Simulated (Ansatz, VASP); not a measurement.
## One calculation of SnO2, two programs

File INCAR:

```
SYSTEM = SnO2
ALGO = Normal
EDIFF = 1E-6
ENCUT = 520
GGA = PE
ISIF = 2
ISMEAR = 0
IVDW = 12
LASPH = .TRUE.
LCHARG = .TRUE.
LELF = .TRUE.
LREAL = .FALSE.
LVHAR = .TRUE.
LWAVE = .FALSE.
NBANDS = 49
NELM = 100
PREC = Accurate
SIGMA = 0.05
```

Contents of KPOINTS:

```
k-points
0
G
  9 9 2
  0 0 0
```

File POSCAR:

```
SnO2
1.0
   -3.2372529198      0.0000000000      0.0000000000
   -1.6186264599     -2.8035432670      0.0000000000
   -1.9423517519     -1.1214173069     15.6754773976
Sn O
3 6
Direct
    0.5023967323      0.5023967323      0.4106748359
    0.9452470058     -0.0547529942      0.1368824855
    0.0595464589      0.0595464589      0.6844671862
    0.5866371566      0.5866371566      0.2000737752
    0.7009366097     -0.2990633903      0.7476584759
    0.1437868831      0.1437868831      0.4738661255
    0.4181563080      0.4181563080      0.6212758966
    0.8610065815     -0.1389934185      0.3474835462
    0.3038568550      0.3038568550      0.0736911959
```

Input for Ansatz:

```yaml
crystal:
  lattice:
    - [-3.2372529198, 0.0, 0.0]
    - [-1.6186264599, -2.803543267, 0.0]
    - [-1.9423517519, -1.1214173069, 15.6754773976]
  atoms:
    - { symbol: Sn, position: [0.5023967323, 0.5023967323, 0.4106748359] }
    - { symbol: Sn, position: [0.9452470058, -0.0547529942, 0.1368824855] }
    - { symbol: Sn, position: [0.0595464589, 0.0595464589, 0.6844671862] }
    - { symbol: O, position: [0.5866371566, 0.5866371566, 0.2000737752] }
    - { symbol: O, position: [0.7009366097, -0.2990633903, 0.7476584759] }
    - { symbol: O, position: [0.1437868831, 0.1437868831, 0.4738661255] }
    - { symbol: O, position: [0.418156308, 0.418156308, 0.6212758966] }
    - { symbol: O, position: [0.8610065815, -0.1389934185, 0.3474835462] }
    - { symbol: O, position: [0.303856855, 0.303856855, 0.0736911959] }
basis:
  ecutwfc: 520.0
kpoints:
  mp_grid: { grid: [9, 9, 2] }
hamiltonian:
  xc: pbe
  pseudopotentials: { kind: paw, azcp: { folder: soft_1 } }
  dispersion: d3bj
scf:
  occupations: { method: gaussian, width: 0.05 }
output:
  forces: true
  stress: true
  eigenvalues: true
```

Alike in both runs: task single point; functional PBE; dispersion D3(BJ); k mesh 9 × 9 × 2; occupations gaussian, width 0.05 eV; no spin polarisation.

```csv
,VASP,Ansatz
version,VASP 6.6.1,Ansatz 0.2.0
potentials or method,"VASP PAW PBE potentials, release 64 (Sn_d, O), cutoff 520 eV","scalar-relativistic, plane waves, PAW"
valence electrons in the cell,78,78
```

Ansatz gave:

* gap on the k mesh at the Fermi level (eV): 1.95
* least direct gap on the mesh (eV): 2.12
* pressure (GPa): -0.2
* traceless stress, the component that is largest in VASP (GPa): 0.47
* rms of the force components (eV/Å): 0.066

Estimate VASP's values.

gap on the k mesh at the Fermi level (eV): 1.93; least direct gap on the mesh (eV): 2.10; pressure (GPa): 0.4; traceless stress, the component that is largest in VASP (GPa): 0.11; rms of the force components (eV/Å): 0.081.

Atom by atom the forces differ by 0.026 eV/Å (rms over components).
